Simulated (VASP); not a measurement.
The system is Hf.

```
Hf
1.0
     2.91000    0.00000    0.00000
     0.00000    2.91000    0.00000
     0.00000    0.00000    2.91000
Hf
1
Direct
  0.00000 0.00000 0.00000
```

```yaml
Program: VASP 6.6.1
Task: relaxation of cell and atoms
Functional: LDA
Potentials_or_basis: VASP PAW LDA potentials, release 64 (Hf_pv)
Cutoff: 600 eV
k_mesh: 7 × 7 × 7
Occupations: fermi-dirac, width 0.05 eV
Spin: no spin polarisation
```

At the start: pressure -6.7 GPa; volume 24.64 Å³/atom.

Q: How do energy, volume and symmetry change on relaxing?

A: Over 3 steps the energy falls by 48.8 meV/atom and the volume is 22.49 Å³/atom (-8.8 %); space group Pm-3m (No. 221, to 0.05 Å).

The path:
```
step  energy change (eV)  largest force (eV/Å)  pressure (GPa)  volume (Å³)
   1              0.0000                0.0000           -6.66        24.64
   2             -0.0258                0.0000            5.87        21.17
   3             -0.0488                0.0000           -0.02        22.49
```

Final structure:
```cif
data_structure
_symmetry_space_group_name_H-M 'P 1'
_symmetry_Int_Tables_number 1
_cell_length_a 2.8225
_cell_length_b 2.8225
_cell_length_c 2.8225
_cell_angle_alpha 90.000
_cell_angle_beta 90.000
_cell_angle_gamma 90.000
_cell_volume 22.49
loop_
_atom_site_label
_atom_site_type_symbol
_atom_site_fract_x
_atom_site_fract_y
_atom_site_fract_z
_atom_site_occupancy
Hf1 Hf 0.00000 0.00000 0.00000 1
```
